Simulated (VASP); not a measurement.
Runs of VASP 6.6.1 on W. The structure is that of space group Im-3m (No. 229), or close to it. The cells are those of the table. 

```csv
cell,further INCAR settings,gap on the mesh (eV),pressure (GPa)
"a = 2.819, b = 2.715, c = 2.715 Å, angles 107.9, 109.5, 109.5°, 1 atom",ALGO = Fast; EDIFF = 1e-06; NBANDS = 13,none,-10.2
"a = 2.801, b = 2.732, c = 2.732 Å, angles 108.4, 109.5, 109.5°, 1 atom",ALGO = Fast; EDIFF = 1e-07; NBANDS = 13,none,-10.6
"a = 2.784, b = 2.749, c = 2.749 Å, angles 109.0, 109.5, 109.5°, 1 atom",ALGO = Fast; EDIFF = 1e-06; NBANDS = 13,none,(b)
"a = 2.698, b = 2.836, c = 2.836 Å, angles 111.4, 109.5, 109.5°, 1 atom",ALGO = Fast; EDIFF = 1e-06; NBANDS = 13,none,-9.6
"a = 2.854, b = 2.681, c = 2.681 Å, angles 106.9, 109.5, 109.5°, 1 atom",ALGO = Fast; EDIFF = 1e-07; NBANDS = 13,none,(a)
```

Alike in all rows: task single point; level PBEsol; potentials or basis VASP PAW PBE potentials, release 64 (W_sv); no spin polarisation; k mesh 20 × 20 × 20; cutoff (eV) 520; smearing gaussian 0.15 eV.

Problem. Fill in the values left out.

Solution. (a) -8.7; (b) -10.9.

Caveats: the cell stands under tension; the PAW data sets were made with another functional, which shifts forces and pressure a little; spin-orbit coupling is left out, which moves the levels of the heavy elements.

A k mesh can miss the band edges, and the runs leave out spin-orbit coupling on W.

A gap of «none» marks levels without a gap at the run's occupations.
